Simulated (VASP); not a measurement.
Cu, 2 atoms in the cell. The structure is hexagonal, space group P6_3/mmc (No. 194). The conventional cell has a = 2.652 Å, b = 2.652 Å, c = 4.347 Å, α = 90.00°, β = 90.00°, γ = 120.00°. Cu (site symmetry -6m2) has 12 Cu at 2.65 to 2.66 Å within 3.5 Å. This isn't the form of Cu at room conditions, which is fcc.

| Property | Result |
| --- | --- |
| Program | VASP 6.6.1 |
| Task | single point |
| Functional | BLYP |
| Potentials or basis | VASP PAW PBE potentials, release 64 (Cu) |
| Cutoff | 520 eV |
| k mesh | 15 × 15 × 8 |
| Occupations | fermi-dirac, width 0.1 eV |
| Spin | no spin polarisation |
| Dipole correction | no |
| Further INCAR settings | ALGO = Normal; EDIFF = 1e-06; NBANDS = 18 |

Potentials or basis: VASP PAW PBE potentials, release 64 (Cu).

The run is started by

```console
$ cat potpaw_PBE.64/Cu/POTCAR > POTCAR
$ mpirun -np 1 vasp_std > vasp.out
```

Hardware: 1 thread of Intel Xeon 8259CL, with other jobs on the host.

**Question.** How long does it take, and how much memory?

**Answer.** Wall time 88 s on 1 thread of Intel Xeon 8259CL, with other jobs on the host, peak memory 0.17 GiB. Counts: scf iterations 11, k points 135.
